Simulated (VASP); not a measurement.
A run of VASP 6.6.1 is set up as follows.

INCAR

```
  ALGO = Normal
  EDIFF = 1E-7
  ENCUT = 520
  GGA = PE
  ISIF = 2
  ISMEAR = 0
  LASPH = True
  LCHARG = False
  LREAL = False
  LWAVE = False
  NBANDS = 25
  NELM = 100
  PREC = Accurate
  SIGMA = 0.1
```

KPOINTS

```
k-points
0
Gamma
  18 18 18
```

POSCAR

```
Ti
1.0
    1.4656434273      0.8461896273      7.0270977954
   -1.4656434273      0.8461896273      7.0270977954
    0.0000000000     -1.6923792546      7.0270977954
Ti
3
Direct
    0.0000000000      0.0000000000      0.0000000000
    0.2228289523      0.2228289523      0.2228289523
    0.7771710477      0.7771710477      0.7771710477
```

Potentials or basis: VASP PAW PBE potentials, release 64 (Ti_sv).

Run with:

```console
$ cat potpaw_PBE.64/Ti_sv/POTCAR > POTCAR
$ mpirun -np 1 vasp_std > vasp.out
```

(1) Estimate the pressure.

(2) What does it give for the band gap on the k mesh?

## Answers

(1) -0.3 GPa.

(2) zero (band 18 reaches 8.97 eV, above the bottom of band 19 at 7.91 eV).
